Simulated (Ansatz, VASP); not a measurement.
**NaCl: VASP beside Ansatz**

Contents of INCAR:

```
SYSTEM = NaCl
PREC = Accurate ; ENCUT = 500
EDIFF = 1E-6 ; ISMEAR = 0
SIGMA = 0.01 ; LREAL = .False.
LASPH = .True. ; NELM = 120
ALGO = Normal ; ISIF = 2
LWAVE = .False. ; LCHARG = .False.
GGA = PE ; NBANDS = 70
GGA_COMPAT = .False.
```

Contents of KPOINTS:

```
Automatic mesh
0
Gamma
  2 2 2
  0 0 0
```

POSCAR

```
NaCl
1.0
    5.7200000000      0.0000000000      0.0000000000
    0.0000000000      5.7200000000      0.0000000000
    0.0000000000      0.0000000000      5.7200000000
Na Cl
8 8
Direct
    0.0000000000      0.0000000000      0.0000000000
    0.0000000000      0.0000000000      0.5000000000
    0.0000000000      0.5000000000      0.0000000000
    0.0000000000      0.5000000000      0.5000000000
    0.5000000000      0.0000000000      0.0000000000
    0.5000000000      0.0000000000      0.5000000000
    0.5000000000      0.5000000000      0.0000000000
    0.5000000000      0.5000000000      0.5000000000
    0.2500000000      0.2500000000      0.2500000000
    0.2500000000      0.2500000000      0.7500000000
    0.2500000000      0.7500000000      0.2500000000
    0.2500000000      0.7500000000      0.7500000000
    0.7500000000      0.2500000000      0.2500000000
    0.7500000000      0.2500000000      0.7500000000
    0.7500000000      0.7500000000      0.2500000000
    0.7500000000      0.7500000000      0.7500000000
```

Input for Ansatz:

```yaml
crystal:
  lattice:
    - [2.86, 0.0, 0.0]
    - [0.0, 2.86, 0.0]
    - [0.0, 0.0, 2.86]
  atoms:
    - { symbol: Na, position: [0.0, 0.0, 0.0] }
    - { symbol: Cl, position: [0.5, 0.5, 0.5] }
  supercell: [2, 2, 2]
basis:
  ecutwfc: 550.0
kpoints:
  mp_grid:
    grid: [2, 2, 2]
hamiltonian:
  xc: pbe
scf:
  occupations:
    method: fixed
output:
  core_levels:
    shells:
      Cl: "2p"
    eps_inf: 3.0
```

Alike in both runs: task single point; functional PBE; k mesh 2 × 2 × 2; no spin polarisation.

|  | VASP | Ansatz |
| --- | --- | --- |
| version | VASP 6.6.1 | Ansatz 0.2.0 |
| potentials or method | VASP PAW PBE potentials, release 64 (Na_pv, Cl), cutoff 500 eV | plane waves, PAW |
| occupations | gaussian, width 0.01 eV | fixed |
| valence electrons in the cell | 112 | 128 |

|  | VASP | Ansatz | Ansatz less VASP |
| --- | --- | --- | --- |
| gap on the k mesh at the Fermi level (eV) | 4.39 | 4.35 | -0.045 |

VASP's potentials hold 112 valence electrons a cell and Ansatz's 128, so a difference there can come from the potentials and not from the codes.

The k mesh is coarse, so the values compare programs but aren't converged.
